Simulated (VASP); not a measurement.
A run of VASP 6.6.1 is set up as follows.

File INCAR:

```
SYSTEM = ScIr
PREC = Accurate ; ENCUT = 560
EDIFF = 1E-6 ; ISMEAR = -1
SIGMA = 0.1 ; LREAL = .FALSE.
LASPH = .TRUE. ; NELM = 120
ALGO = Normal ; ISIF = 2
LWAVE = .FALSE. ; LCHARG = .FALSE.
NBANDS = 21 ; GGA_COMPAT = .FALSE.
```

The input KPOINTS:

```
Automatic mesh
0
G
  12 12 12
  0 0 0
```

POSCAR

```
ScIr
1.0
    3.1620734540      0.0000000000      0.0000000000
    0.0000000000      3.1620734540      0.0000000000
    0.0000000000      0.0000000000      3.1620734540
Sc Ir
1 1
Direct
    0.5000000000      0.5000000000      0.5000000000
    0.0000000000      0.0000000000      0.0000000000
```

Potentials or basis: VASP PAW LDA potentials, release 64 (Sc_sv, Ir_sv_GW).

Run with:

```sh
$ cat potpaw_LDA.64/Sc_sv/POTCAR potpaw_LDA.64/Ir_sv_GW/POTCAR > POTCAR
$ mpirun -np 1 vasp_std > vasp.out
```

(1) What does it give for the pressure?

(2) Estimate the band gap on the k mesh.

## Answers

(1) 0.3 GPa.

(2) zero (bands 14 and 15 overlap by 0.61 eV).

Caveat: spin-orbit coupling is left out, which moves the levels of the heavy elements.
